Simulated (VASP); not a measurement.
Wanted: the native input for a VASP 6.6.1 run.

* Task: single point
* Functional: PBEsol
* Potentials or basis: VASP PAW PBE potentials, release 64 (Hf_pv, B)
* Cutoff: 520 eV
* k mesh: 10 × 10 × 10
* Occupations: fermi-dirac, width 0.05 eV
* Spin: no spin polarisation
* Dipole correction: no
* Further INCAR settings: ALGO = Normal; EDIFF = 1e-07; NBANDS = 14

The structure of HfB lies in POSCAR:

```
HfB
1.0
    0.0000000000      2.3725582239      2.3725582239
    2.3725582239      0.0000000000      2.3725582239
    2.3725582239      2.3725582239      0.0000000000
Hf B
1 1
Direct
    0.5000000000      0.5000000000      0.5000000000
    0.0000000000      0.0000000000      0.0000000000
```

These files were run (other wordings do the same):

INCAR

```
SYSTEM = HfB
  PREC = Accurate
  ENCUT = 520
  EDIFF = 1E-7
  ISMEAR = -1
  SIGMA = 0.05
  LREAL = .FALSE.
  LASPH = .TRUE.
  NELM = 80
  ALGO = Normal
  ISIF = 2
  LWAVE = .FALSE.
  LCHARG = .FALSE.
  GGA = PS
  NBANDS = 14
```

KPOINTS

```
regular mesh
0
G
  10 10 10
  0 0 0
```

Potentials or basis: VASP PAW PBE potentials, release 64 (Hf_pv, B).

Run with:

```console
$ cat potpaw_PBE.64/Hf_pv/POTCAR potpaw_PBE.64/B/POTCAR > POTCAR
$ mpirun -np 1 vasp_std > vasp.out
```

Results of the run:

* Pressure: 5.5 GPa

Caveat: the PAW data sets were made with another functional, which shifts forces and pressure a little.

Run time: 32 s on 1 thread of Intel Xeon 8259CL, on a shared host, peak memory 0.17 GiB.
